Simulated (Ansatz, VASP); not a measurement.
## Two plane-wave programs on Li2S

File INCAR:

```
SYSTEM = Li2S
PREC = Accurate ; ENCUT = 750
EDIFF = 1E-6 ; ISMEAR = 0
SIGMA = 0.01 ; LREAL = .FALSE.
LASPH = .TRUE. ; NELM = 120
ALGO = Normal ; ISIF = 2
LWAVE = .FALSE. ; LCHARG = .TRUE.
GGA = PE ; LELF = .TRUE.
LVHAR = .TRUE. ; NBANDS = 13
GGA_COMPAT = .FALSE.
```

The input KPOINTS:

```
Automatic mesh
0
G
  6 6 6
  0 0 0
```

POSCAR

```
Li2S
1.0
    0.0000000000      2.9087807180      2.9087807180
    2.9087807180      0.0000000000      2.9087807180
    2.9087807180      2.9087807180      0.0000000000
S Li
1 2
Direct
    0.0000000000      0.0000000000      0.0000000000
    0.2500000000      0.2500000000      0.2500000000
    0.7500000000      0.7500000000      0.7500000000
```

Input for Ansatz:

```yaml
crystal:
  lattice:
    - [0.0, 2.908780718, 2.908780718]
    - [2.908780718, 0.0, 2.908780718]
    - [2.908780718, 2.908780718, 0.0]
  atoms:
    - { symbol: S, position: [0.0, 0.0, 0.0] }
    - { symbol: Li, position: [0.25, 0.25, 0.25] }
    - { symbol: Li, position: [0.75, 0.75, 0.75] }
kpoints:
  mp_grid: { grid: [6, 6, 6] }
hamiltonian:
  xc: pbe
scf:
  occupations: { method: fixed }
  n_extra_bands: 4
output:
  forces: true
  stress: true
  eigenvalues: true
```

Alike in both runs: task single point; functional PBE; k mesh 6 × 6 × 6; no spin polarisation.

|  | VASP | Ansatz |
| --- | --- | --- |
| version | VASP 6.6.1 | Ansatz 0.2.0 |
| potentials or method | VASP PAW PBE potentials, release 64 (S, Li_sv) | plane waves, PAW |
| plane-wave cutoff (eV) | 750 | 420 |
| occupations | gaussian, width 0.01 eV | fixed |
| valence electrons in the cell | 12 | 12 |

```csv
,VASP,Ansatz,Ansatz less VASP
gap on the k mesh at the Fermi level (eV),3.42,3.42,+0.001
pressure (GPa),-2.2,-2.1,+0.12
```
